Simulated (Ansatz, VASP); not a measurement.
## Two plane-wave programs on Ge

Contents of INCAR:

```
PREC = Accurate ; ENCUT = 520
EDIFF = 1E-6 ; ISMEAR = -1
SIGMA = 0.1 ; LREAL = F
LASPH = T ; NELM = 80
ALGO = Normal ; ISIF = 2
LWAVE = F ; LCHARG = F
GGA = RE ; NBANDS = 13
```

File KPOINTS:

```
Automatic mesh
0
Gamma
  13 13 13
```

The input POSCAR:

```
Ge
1.0
    2.6931425687      0.0000000000      0.0000000000
    0.0000000000      2.6931425687      0.0000000000
    0.0000000000      0.0000000000      2.6931425687
Ge
1
Direct
    0.0000000000      0.0000000000      0.0000000000
```

Input for Ansatz:

```yaml
crystal:
  lattice:
    - [2.6931425687, 0.0, 0.0]
    - [0.0, 2.6931425687, 0.0]
    - [0.0, 0.0, 2.6931425687]
  atoms:
    - { symbol: Ge, position: [0.0, 0.0, 0.0] }
hamiltonian:
  xc: revpbe
  pseudopotentials:
    kind: paw
    azcp:
      Ge: "pseudopotentials/Ge.paw.azcp"
basis:
  ecutwfc: 420
  fft_grid_basis: typed
kpoints:
  mp_grid: { grid: [13, 13, 13], shift: [0, 0, 0] }
magnetization:
  spin_polarized: false
scf:
  occupations: { method: fermi_dirac, width: 0.1 }
  lower_state_search: "off"
output:
  stress: true
```

Alike in both runs: task single point; functional revPBE; k mesh 13 × 13 × 13; occupations fermi-dirac, width 0.1 eV; no spin polarisation.

|  | VASP | Ansatz |
| --- | --- | --- |
| version | VASP 6.6.1 | Ansatz 0.2.0 |
| potentials or method | VASP PAW PBE potentials, release 64 (Ge_d), cutoff 520 eV | plane waves (420 eV) with PAW, scalar-relativistic |
| valence electrons in the cell | 14 | 14 |

VASP gave:

```
pressure (GPa) : 2.6
```

Which values does Ansatz return?

Pressure (GPa): 2.8.

VASP's potentials were made for PBE, not for revPBE.
